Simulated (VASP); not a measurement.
Here is a VASP 6.6.1 calculation.

Contents of INCAR:

```
SYSTEM = W
PREC     = Accurate       ! precision mode
ENCUT    = 600            ! plane-wave cutoff, eV
EDIFF    = 1E-6           ! SCF threshold, eV
ISMEAR   = -1             ! smearing method
SIGMA    = 0.08           ! smearing width, eV
LREAL    = .False.        ! projectors in reciprocal space
LASPH    = .True.         ! aspherical terms in the spheres
NELM     = 100            ! most SCF steps
ALGO     = Normal         ! electronic algorithm
ISIF     = 3              ! what is computed and relaxed
LWAVE    = .False.        ! write WAVECAR
LCHARG   = .False.        ! write CHGCAR
GGA      = PS             ! functional
IBRION   = 2              ! ionic algorithm
NSW      = 100            ! ionic steps
EDIFFG   = -0.002         ! ionic threshold
PSTRESS  = 20.0
```

File KPOINTS:

```
regular mesh
0
Gamma
  24 24 24
  0 0 0
```

The input POSCAR:

```
W
1.0
   -1.5770468706      1.5770468706      1.5770468706
    1.5770468706     -1.5770468706      1.5770468706
    1.5770468706      1.5770468706     -1.5770468706
W
1
Direct
    0.0000000000      0.0000000000      0.0000000000
```

Potentials or basis: VASP PAW PBE potentials, release 64 (W_sv).

The run is started by

```sh
$ cat potpaw_PBE.64/W_sv/POTCAR > POTCAR
$ mpirun -np 1 vasp_std > vasp.out
```

Question: Estimate the space group after relaxing (to 0.1 Å).

Answer: Im-3m (No. 229).

Question: What does it give for the relaxed cell?

Answer: a = 2.728 Å, b = 2.728 Å, c = 2.728 Å, α = 109.47°, β = 109.47°, γ = 109.47°.

Step by step:
```
step  energy change (eV)  largest force (eV/Å)  pressure (GPa)  volume (Å³)
   1              0.0000                0.0000            0.72        15.69
   2              0.0067                0.0000            6.89        15.41
   3              0.0005                0.0000            2.00        15.63
```

Caveat: the cell is relaxed towards a set pressure, so the run minimises the enthalpy, not the energy; the PAW data sets were made with another functional, which shifts forces and pressure a little.
